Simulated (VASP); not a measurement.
# Si7Mo (P4/mmm) in VASP: a series of runs

The runs below take Si7Mo through relaxation of cell and atoms, with PBE.

Program: VASP 6.6.1. These are calculated values, not measurements. Logs are shortened: lines on timing, memory, paths and dates and some standing lists are left out, and cuts for length are marked.

## Step 1: The cell of the first run

Symmetry: P4/mmm, No. 123, tetragonal system. Conventional cell: a = 3.284 Å, b = 3.284 Å, c = 10.560 Å, α = 90.00°, β = 90.00°, γ = 90.00°. Within 3.4 Å of Si (site symmetry 4mm) lie 13 Si at 2.59 to 3.28 Å and 1 Mo at 2.64 Å. Within 3.3 Å of Si (site symmetry 4mm) lie 14 Si at 2.51 to 3.28 Å. Si (site symmetry 4mm) has 10 Si at 2.51 to 3.28 Å and 4 Mo at 2.65 Å within 3.3 Å. Within 3.5 Å of Si (site symmetry 4/mmm) lie 14 Si at 2.64 to 3.28 Å. Mo (site symmetry 4/mmm) has 10 Si at 2.64 to 2.65 Å and 4 Mo at 3.28 Å within 3.5 Å.

## Step 2: Relaxation of cell and atoms, PBE

INCAR

```
SYSTEM = Si7Mo
PREC = Accurate ; ENCUT = 600
EDIFF = 1E-7 ; ISMEAR = 0
SIGMA = 0.1 ; LREAL = .FALSE.
LASPH = .TRUE. ; NELM = 80
ALGO = Normal ; ISIF = 3
LWAVE = .FALSE. ; LCHARG = .FALSE.
GGA = PE ; IBRION = 2
NSW = 80 ; EDIFFG = -0.001
```

KPOINTS

```
regular mesh
0
G
  10 10 4
  0 0 0
```

POSCAR

```
Si7Mo
1.0
    3.2838409389      0.0000000000      0.0000000000
    0.0000000000      3.2838409389      0.0000000000
    0.0000000000      0.0000000000     10.5602240562
Si Mo
7 1
Direct
    0.0000000000      0.0000000000      0.2504559315
    0.5000000000      0.5000000000      0.3581157459
    0.0000000000      0.0000000000      0.7495440685
    0.5000000000      0.5000000000      0.6418842541
    0.5000000000      0.5000000000      0.8794960167
    0.5000000000      0.5000000000      0.1205039833
    0.0000000000      0.0000000000      0.5000000000
    0.0000000000      0.0000000000      0.0000000000
```

Potentials or basis: VASP PAW PBE potentials, release 64 (Si, Mo_sv).

Run with:

```bash
$ cat potpaw_PBE.64/Si/POTCAR potpaw_PBE.64/Mo_sv/POTCAR > POTCAR
$ mpirun -np 1 vasp_std > vasp.out
```

OUTCAR:

```text
SYSTEM = Si7Mo
   PREC = Accurate
   ENCUT = 600
   EDIFF = 1E-7
   ISMEAR = 0
   LREAL = .FALSE.
   LASPH = .TRUE.
   NELM = 80
   ISIF = 3
   GGA = PE
   IBRION = 2
   NSW = 80
   EDIFFG = -0.001

 ion  position               nearest neighbor table
   1  0.000  0.000  0.250-   2 2.59   2 2.59   2 2.59   2 2.59   7 2.64   8 2.64   6 2.70   6 2.70
                             6 2.70   6 2.70
   2  0.500  0.500  0.358-   6 2.51   1 2.59   1 2.59   1 2.59   1 2.59   7 2.76   7 2.76   7 2.76
                             7 2.76   4 3.00
   3  0.000  0.000  0.750-   4 2.59   4 2.59   4 2.59   4 2.59   7 2.64   8 2.64   5 2.70   5 2.70
                             5 2.70   5 2.70
   4  0.500  0.500  0.642-   5 2.51   3 2.59   3 2.59   3 2.59   3 2.59   7 2.76   7 2.76   7 2.76
                             7 2.76   2 3.00
   5  0.500  0.500  0.879-   4 2.51   6 2.55   8 2.65   8 2.65   8 2.65   8 2.65   3 2.70   3 2.70
                             3 2.70   3 2.70
   6  0.500  0.500  0.121-   2 2.51   5 2.55   8 2.65   8 2.65   8 2.65   8 2.65   1 2.70   1 2.70
                             1 2.70   1 2.70
   7  0.000  0.000  0.500-   1 2.64   3 2.64   2 2.76   4 2.76   2 2.76   4 2.76   2 2.76   4 2.76
                             2 2.76   4 2.76
   8  0.000  0.000  0.000-   1 2.64   3 2.64   5 2.65   6 2.65   5 2.65   6 2.65   5 2.65   6 2.65
                             5 2.65   6 2.65

  LATTYP: Found a simple tetragonal cell.
 ALAT       =     3.2838409389
 C/A-ratio  =     3.2158147281

  Lattice vectors:

 A1 = (   3.2838409389,   0.0000000000,   0.0000000000)
 A2 = (   0.0000000000,   3.2838409389,   0.0000000000)
 A3 = (   0.0000000000,   0.0000000000,  10.5602240562)

Analysis of symmetry for initial positions (statically):
=====================================================================
 Subroutine PRICEL returns:
 Original cell was already a primitive cell.

 Routine SETGRP: Setting up the symmetry group for a
 simple tetragonal supercell.

 Subroutine GETGRP returns: Found 16 space group operations
 (whereof 16 operations were pure point group operations)
 out of a pool of 16 trial point group operations.

The static configuration has the point symmetry D_4h.

Analysis of symmetry for dynamics (positions and initial velocities):
=====================================================================
 Subroutine PRICEL returns:
 Original cell was already a primitive cell.

 Routine SETGRP: Setting up the symmetry group for a
 simple tetragonal supercell.

 Subroutine GETGRP returns: Found 16 space group operations
 (whereof 16 operations were pure point group operations)
 out of a pool of 16 trial point group operations.

The dynamic configuration has the point symmetry D_4h.

 Subroutine INISYM returns: Found 16 space group operations
 (whereof 16 operations are pure point group operations),
 and found     1 'primitive' translations

----------------------------------------------------------------------------------------

                                     Primitive cell

  volume of cell :     113.8774

  direct lattice vectors                    reciprocal lattice vectors
     3.283840939  0.000000000  0.000000000     0.304521449  0.000000000  0.000000000
     0.000000000  3.283840939  0.000000000     0.000000000  0.304521449  0.000000000
     0.000000000  0.000000000 10.560224056     0.000000000  0.000000000  0.094694961

  length of vectors
     3.283840939  3.283840939 10.560224056     0.304521449  0.304521449  0.094694961

  position of ions in fractional coordinates (direct lattice)
     0.000000000  0.000000000  0.250455931
     0.500000000  0.500000000  0.358115746
     0.000000000  0.000000000  0.749544069
     0.500000000  0.500000000  0.641884254
     0.500000000  0.500000000  0.879496017
     0.500000000  0.500000000  0.120503983
     0.000000000  0.000000000  0.500000000
     0.000000000  0.000000000  0.000000000

  ion indices of the primitive-cell ions
   primitive index   ion index
                 1           1
                 2           2
                 3           3
                 4           4
                 5           5
                 6           6
                 7           7
                 8           8

----------------------------------------------------------------------------------------

 KPOINTS: regular mesh

Automatic generation of k-mesh.
 Grid dimensions read from file:
 generate k-points for:   10   10    4

 Generating k-lattice:

  Cartesian coordinates                     Fractional coordinates (reciprocal lattice)
     0.030452145  0.000000000  0.000000000     0.100000000  0.000000000  0.000000000
     0.000000000  0.030452145  0.000000000     0.000000000  0.100000000  0.000000000
     0.000000000  0.000000000  0.023673740     0.000000000  0.000000000  0.250000000

  Length of vectors
     0.030452145  0.030452145  0.023673740

  Shift w.r.t. Gamma in fractional coordinates (k-lattice)
     0.000000000  0.000000000  0.000000000

 Subroutine IBZKPT returns following result:
 ===========================================

 Found     63 irreducible k-points:

 Following reciprocal coordinates:
            Coordinates               Weight
  0.000000  0.000000  0.000000      1.000000
  0.100000  0.000000  0.000000      4.000000
  0.200000  0.000000  0.000000      4.000000
  0.300000  0.000000  0.000000      4.000000
  0.400000  0.000000  0.000000      4.000000
  0.500000  0.000000  0.000000      2.000000
[... 16 lines left out ...]
  0.100000  0.000000  0.250000      8.000000
  0.200000  0.000000  0.250000      8.000000
 [... further k-points ...]
   k-points           NKPTS =     63   k-points in BZ     NKDIM =     63   number of bands    NBANDS=     26
   number of dos      NEDOS =    301   number of ions     NIONS =      8
   total plane-waves  NPLWV =  65856
   dimension x,y,z NGX =    28 NGY =   28 NGZ =   84
   dimension x,y,z NGXF=    56 NGYF=   56 NGZF=  168
   ions per type =               7   1
   NGX,Y,Z   is equivalent  to a cutoff of  14.18, 14.18, 13.22 a.u.
   NGXF,Y,Z  is equivalent  to a cutoff of  28.35, 28.35, 26.45 a.u.
 SYSTEM =  Si7Mo
   PREC   = accura    normal or accurate (medium, high low for compatibility)
   ISTART =      0    job   : 0-new  1-cont  2-samecut
   ICHARG =      2    charge: 1-file 2-atom 10-const
   ISPIN  =      1    spin polarized calculation?
   LNONCOLLINEAR =      F non collinear calculations
   LSORBIT =      F    spin-orbit coupling
   LASPH  =      T    aspherical Exc in radial PAW
   ENCUT  =  600.0 eV  44.10 Ry    6.64 a.u.   6.56  6.56 21.09*2*pi/ulx,y,z
   NELM   =     80;   NELMIN=  2; NELMDL= -5     # of ELM steps
   EDIFF  = 0.1E-06   stopping-criterion for ELM
   LREAL  =      F    real-space projection
   EDIFFG = -.1E-02   stopping-criterion for IOM
   NSW    =     80    number of steps for IOM
   IBRION =      2    ionic relax: 0-MD 1-quasi-New 2-CG
   NFREE  =      1    steps in history (QN), initial steepest desc. (CG)
   ISIF   =      3    stress and relaxation
   ISYM   =      2    0-nonsym 1-usesym 2-fastsym
   POTIM  = 0.5000    time-step for ionic-motion
   TEBEG  =    0.0;   TEEND  =   0.0 temperature during run
   PSTRESS=    0.0 pullay stress
   NELECT =      42.0000    total number of electrons
   NUPDOWN=      -1.0000    fix difference up-down
   EMIN   =  10.00;   EMAX   =-10.00  energy-range for DOS
   EFERMI =   0.00;   METHOD = LEGACY
   ISMEAR =     0;   SIGMA  =   0.10  broadening in eV -4-tet -1-fermi 0-gaus
   EFERMI_NEDOS =   21; number of points for ismear=-14 and -15
   IALGO  =     38    algorithm
   IMIX   =      4    mixing-type and parameters
     AMIX     =   0.40;   BMIX     =  1.00
     AMIX_MAG =   1.60;   BMIX_MAG =  1.00
  volume/ion in A,a.u.               =      14.23        96.06
  Fermi-wavevector in a.u.,A,eV,Ry     =   1.174029  2.218593 18.753508  1.378344
  Thomas-Fermi vector in A             =   2.310433
   LORBIT       =      0    0 simple, 1 ext, 2 COOP (PROOUT), +10 PAW based schemes
   GGA     = PE    functional components
   LHFCALC =     F    Hartree Fock is set to
   AEXX    =    0.0000 exact exchange contribution
   IVDW    =     0    specifies the selected vdW correction
   LEPSILON=     F    determine dielectric tensor
   LRPA    =     F    only Hartree local field effects (RPA)
 conjugate gradient relaxation of ions
 non-spin polarized calculation
 Gauss-broadening in eV      SIGMA  =   0.10
  energy-cutoff  :      600.00
  volume of cell :      113.88
 maximum number of plane-waves:      3858
 NGX is ok and might be reduce to    28
   NGX = 13   NGY = 13   NGZ = 43

--------------------------------------- Ionic step        1  -------------------------------------------

 number of electron      42.0000005 magnetization

 Free energy of the ion-electron system (eV)
  ---------------------------------------------------
  ext. energy  EPLUGINS =         0.00000000
  ---------------------------------------------------
  free energy    TOTEN  =       -47.43619253 eV

  energy without entropy =      -47.42512939  energy(sigma->0) =      -47.43066096

------------------------ aborting loop because EDIFF is reached ----------------------------------------

  FORCE on cell =-STRESS in cart. coord.  units (eV):
  Direction    XX          YY          ZZ          XY          YZ          ZX
  --------------------------------------------------------------------------------------
  -------------------------------------------------------------------------------------
  Total        0.0097313      0.0097313     -0.0151246      0.0000000      0.0000000      0.0000000
  in kB        0.1369135      0.1369135     -0.2127933      0.0000000      0.0000000      0.0000000
  external PRESSURE =       0.0203446 kB  Pullay stress =       0.0000000 kB
[... 107 lines left out ...]
  FREE ENERGIE OF THE ION-ELECTRON SYSTEM (eV)
  ---------------------------------------------------
  free  energy   TOTEN  =       -47.4362085766 eV

  energy  without entropy=      -47.4251758270  energy(sigma->0) =      -47.43069220

[... ionic steps 4 to 9 ...]

--------------------------------------- Ionic step       10  -------------------------------------------

 number of electron      42.0000005 magnetization

------------------------ aborting loop because EDIFF is reached ----------------------------------------

  FORCE on cell =-STRESS in cart. coord.  units (eV):
  Direction    XX          YY          ZZ          XY          YZ          ZX
  --------------------------------------------------------------------------------------
  -------------------------------------------------------------------------------------
  Total       -0.0029608     -0.0029608     -0.0118345      0.0000000      0.0000000      0.0000000
  in kB       -0.0416543     -0.0416543     -0.1664927      0.0000000      0.0000000      0.0000000
  external PRESSURE =      -0.0832671 kB  Pullay stress =       0.0000000 kB
[... 69 lines left out ...]
  energy  without entropy=      -47.4251825779  energy(sigma->0) =      -47.43069627

--------------------------------------- Ionic step       12  -------------------------------------------

 number of electron      42.0000005 magnetization

 Free energy of the ion-electron system (eV)
  ---------------------------------------------------
  ext. energy  EPLUGINS =         0.00000000
  ---------------------------------------------------
  free energy    TOTEN  =       -47.43621004 eV

  energy without entropy =      -47.42518315  energy(sigma->0) =      -47.43069660

 E-fermi :  10.7650     XC(G=0): -11.5729

 val. band max:       10.7484925760   @ k =   0.2000   0.0000   0.5000
 cond. band min:      10.7700298199   @ k =   0.4000   0.1000   0.0000
 fundamental gap:      0.0215372439
 Fermi energy:        10.7649827430

 k-point     1 :       0.0000    0.0000    0.0000
  band No.  band energies     occupation
      1     -50.1931      2.00000
      2     -24.3463      2.00000
      3     -24.2720      2.00000
      4     -24.2720      2.00000
      5      -3.4431      2.00000
      6      -2.5916      2.00000
[... 685 lines left out ...]
     25      12.7896      0.00000
     26      13.4118      0.00000

 [... further k-points ...]
[... 5 lines left out ...]
  --------------------------------------------------------------------------------------
  -------------------------------------------------------------------------------------
  Total        0.0004761      0.0004761     -0.0047748      0.0000000      0.0000000      0.0000000
  in kB        0.0066977      0.0066977     -0.0671779      0.0000000      0.0000000      0.0000000
  external PRESSURE =      -0.0179275 kB  Pullay stress =       0.0000000 kB
[... 23 lines left out ...]
  FREE ENERGIE OF THE ION-ELECTRON SYSTEM (eV)
  ---------------------------------------------------
  free  energy   TOTEN  =       -47.4362100402 eV

  energy  without entropy=      -47.4251831515  energy(sigma->0) =      -47.43069660

 reached required accuracy - stopping structural energy minimisation
```

Run time: 8.1 min. Hardware: 1 thread of Oxide Virtual Turin-like, shared host; peak memory 0.34 GiB.

What came out:

* Free energy: -47.4362 eV
* Energy gained by relaxing: 0.0 meV/atom
* Ionic steps: 12
* Pressure after relaxing: 0.0 GPa
* Band gap on the k mesh: zero (bands 21 and 22 overlap by 3.08 eV)

Final structure:
```
Si Mo
1.0
     3.28396    0.00000    0.00000
     0.00000    3.28396    0.00000
     0.00000    0.00000   10.55950
Si Mo
7 1
Direct
  0.00000 0.00000 0.25051
  0.50000 0.50000 0.35805
  0.00000 0.00000 0.74949
  0.50000 0.50000 0.64195
  0.50000 0.50000 0.87943
  0.50000 0.50000 0.12057
  0.00000 0.00000 0.50000
  0.00000 0.00000 0.00000
```

Levels at points of the mesh, in eV from the Fermi level:
```
           k point  band 17  band 18  band 19  band 20  band 21  band 22  band 23  band 24  band 25  band 26
(0.00, 0.00, 0.00)    -1.12    -0.37    -0.11    -0.11     0.07     0.28     0.28     0.86     1.88     2.20
(0.50, 0.00, 0.00)    -1.64    -0.96     0.26     1.06     1.35     1.40     1.43     1.74     2.42     3.16
(0.50, 0.50, 0.00)    -4.02    -3.74    -3.74    -3.17    -2.49    -0.87    -0.87    -0.75     1.50     1.50
(0.00, 0.00, 0.50)    -1.04    -1.04    -1.03     0.07     0.39     1.24     1.57     1.57     1.63     1.96
(0.50, 0.00, 0.50)    -2.20    -0.97     0.39     1.03     1.39     1.43     1.68     1.94     1.97     3.01
(0.50, 0.50, 0.50)    -4.74    -3.76    -3.05    -3.05    -1.40    -1.40    -1.30    -0.52     0.96     1.81
```

## Step 3: Relaxation of cell and atoms, PBE

This run uses another cell than the first one, of 14.32 Å³/atom.

INCAR

```
PREC = Accurate
ENCUT = 600
EDIFF = 1E-6
ISMEAR = 0
SIGMA = 0.1
LREAL = False
LASPH = True
NELM = 100
ALGO = Normal
ISIF = 3
LWAVE = False
LCHARG = False
GGA = PE
IBRION = 2
NSW = 100
EDIFFG = -0.01
```

KPOINTS

```
Automatic mesh
0
Gamma
  10 10 4
```

POSCAR

```
Si7Mo
1.0
    3.2899713826      0.0000000000      0.0000000000
    0.0000000000      3.2899713826      0.0000000000
    0.0000000000      0.0000000000     10.5814136016
Si Mo
7 1
Direct
    0.0000000000      0.0000000000      0.2495615477
    0.5000000000      0.5000000000      0.3540895372
    0.0000000000      0.0000000000      0.7504384523
    0.5000000000      0.5000000000      0.6459104628
    0.5000000000      0.5000000000      0.8791706910
    0.5000000000      0.5000000000      0.1208293090
    0.0000000000      0.0000000000      0.5000000000
    0.0000000000      0.0000000000      0.0000000000
```

Potentials or basis: VASP PAW PBE potentials, release 64 (Si, Mo_sv).

Run with:

```bash
$ cat potpaw_PBE.64/Si/POTCAR potpaw_PBE.64/Mo_sv/POTCAR > POTCAR
$ mpirun -np 1 vasp_std > vasp.out
```

It took 12 min on 1 thread of Oxide Virtual Turin-like, shared host; peak memory 0.36 GiB.

It converged, with:

| Property | Result |
| --- | --- |
| Free energy | -47.4363 eV |
| Relaxed volume | 14.24 Å³/atom |
| Relaxed cell | a = 3.284 Å, b = 3.284 Å, c = 10.561 Å, α = 90.00°, β = 90.00°, γ = 90.00° |
| Space group after relaxing (to 0.1 Å) | P4/mmm (No. 123) |
| Energy gained by relaxing | 1.4 meV/atom |
| Ionic steps | 11 |
| Pressure after relaxing | 0.0 GPa |
| Largest force after relaxing | 0.010 eV/Å |
| Band gap on the k mesh | zero (bands 21 and 22 overlap by 3.08 eV) |

Forces on the atoms (eV/Å):
```
Si   0.000  0.000  0.010
Si   0.000  0.000 -0.004
Si   0.000  0.000 -0.010
Si   0.000  0.000  0.004
Si   0.000  0.000 -0.005
Si   0.000  0.000  0.005
Si   0.000  0.000  0.000
Mo   0.000  0.000  0.000
```

The path:
```tsv
step	energy change (eV)	largest force (eV/Å)	pressure (GPa)	volume (Å³)
1	0.0000	0.2306	-0.27	114.53
2	-0.0069	0.1174	0.08	114.14
3	-0.0071	0.0968	0.16	114.06
4	-0.0085	0.0627	-0.12	114.25
5	-0.0091	0.0630	-0.48	114.50
6	-0.0099	0.0572	-0.33	114.33
7	-0.0105	0.0499	-0.14	114.11
8	-0.0101	0.0359	0.22	113.68
9	-0.0106	0.0464	-0.05	113.99
10	-0.0108	0.0241	-0.02	113.93
11	-0.0109	0.0097	0.01	113.88
```

Final structure:
```cif
data_structure
_symmetry_space_group_name_H-M 'P 1'
_symmetry_Int_Tables_number 1
_cell_length_a 3.2837
_cell_length_b 3.2837
_cell_length_c 10.5614
_cell_angle_alpha 90.000
_cell_angle_beta 90.000
_cell_angle_gamma 90.000
_cell_volume 113.88
loop_
_atom_site_label
_atom_site_type_symbol
_atom_site_fract_x
_atom_site_fract_y
_atom_site_fract_z
_atom_site_occupancy
Si1 Si 0.00000 0.00000 0.25038 1
Si2 Si 0.50000 0.50000 0.35804 1
Si3 Si 0.00000 0.00000 0.74962 1
Si4 Si 0.50000 0.50000 0.64196 1
Si5 Si 0.50000 0.50000 0.87947 1
Si6 Si 0.50000 0.50000 0.12053 1
Si7 Si 0.00000 0.00000 0.50000 1
Mo1 Mo 0.00000 0.00000 0.00000 1
```

Levels at points of the mesh, in eV from the Fermi level:
```
           k point  band 17  band 18  band 19  band 20  band 21  band 22  band 23  band 24  band 25  band 26
(0.00, 0.00, 0.00)    -1.12    -0.37    -0.11    -0.11     0.07     0.28     0.28     0.85     1.88     2.20
(0.50, 0.00, 0.00)    -1.65    -0.97     0.26     1.06     1.35     1.40     1.43     1.74     2.42     3.15
(0.50, 0.50, 0.00)    -4.02    -3.74    -3.74    -3.17    -2.49    -0.87    -0.87    -0.76     1.50     1.50
(0.00, 0.00, 0.50)    -1.04    -1.04    -1.02     0.07     0.39     1.24     1.57     1.57     1.63     1.95
(0.50, 0.00, 0.50)    -2.20    -0.98     0.39     1.03     1.38     1.43     1.69     1.95     1.97     3.01
(0.50, 0.50, 0.50)    -4.74    -3.76    -3.06    -3.06    -1.40    -1.40    -1.30    -0.52     0.96     1.80
```
